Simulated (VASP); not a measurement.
Input of a VASP 6.6.1 run:

The input INCAR:

```
SYSTEM = BeS
PREC = Accurate
ENCUT = 520
EDIFF = 1E-6
ISMEAR = 0
SIGMA = 0.1
LREAL = .False.
LASPH = .True.
NELM = 80
ALGO = Normal
ISIF = 2
LWAVE = .False.
LCHARG = .True.
GGA = PE
LELF = .True.
LVHAR = .True.
NBANDS = 26
```

KPOINTS

```
regular mesh
0
Gamma
  4 4 6
  0 0 0
```

Contents of POSCAR:

```
BeS
1.0
    5.3803382800      0.0000000000      0.0000000000
    0.0000000000      5.3803382800      0.0000000000
    0.0000000000      0.0000000000      2.9371953200
Be S
4 4
Direct
    0.6692432600      0.6692432600      0.5000000000
    0.1692432600      0.8307567400      0.2500000000
    0.3307567400      0.3307567400      0.0000000000
    0.8307567400      0.1692432600      0.7500000000
    0.8307567400      0.8307567400      0.0000000000
    0.3307567400      0.6692432600      0.7500000000
    0.1692432600      0.1692432600      0.5000000000
    0.6692432600      0.3307567400      0.2500000000
```

Potentials or basis: VASP PAW PBE potentials, release 64 (Be, S).

Command:

```bash
$ cat potpaw_PBE.64/Be/POTCAR potpaw_PBE.64/S/POTCAR > POTCAR
$ mpirun -np 1 vasp_std > vasp.out
```

(1) What does it give for the largest force?

(2) Predict the band gap on the k mesh.

Results:

(1) 0.461 eV/Å.

(2) 1.15 eV (least direct gap 2.90 eV).
